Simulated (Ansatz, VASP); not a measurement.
## Al in VASP and in Ansatz

```xyz
1
Lattice="-1.6169 1.6169 1.6169 1.6169 -1.6169 1.6169 1.6169 1.6169 -1.6169" Properties=species:S:1:pos:R:3 pbc="T T T"
Al    0.0000    0.0000    0.0000
```

Alike in both runs: task relaxation of cell and atoms; functional PBE; k mesh 24 × 24 × 24; occupations gaussian, width 0.1 eV; no spin polarisation.

|  | VASP | Ansatz |
| --- | --- | --- |
| version | VASP 6.6.1 | Ansatz 0.2.0 |
| potentials or method | VASP PAW PBE potentials, release 64 (Al), cutoff 500 eV | scalar-relativistic, plane waves, PAW |
| valence electrons in the cell | 3 | 3 |

```csv
,VASP,Ansatz,Ansatz less VASP
"gap on the k mesh at the Fermi level, each at its own relaxed structure (eV)",none,none,-
relaxed volume (Å³/atom),16.91,16.92,+0.017
relaxed cell length with the largest relative difference (Å),2.800,2.801,+0.0009
```

A gap of «none» marks a metal or a gap that the smearing closes.

Noted on VASP's run: the relaxation stopped at its first step, so nothing moved.
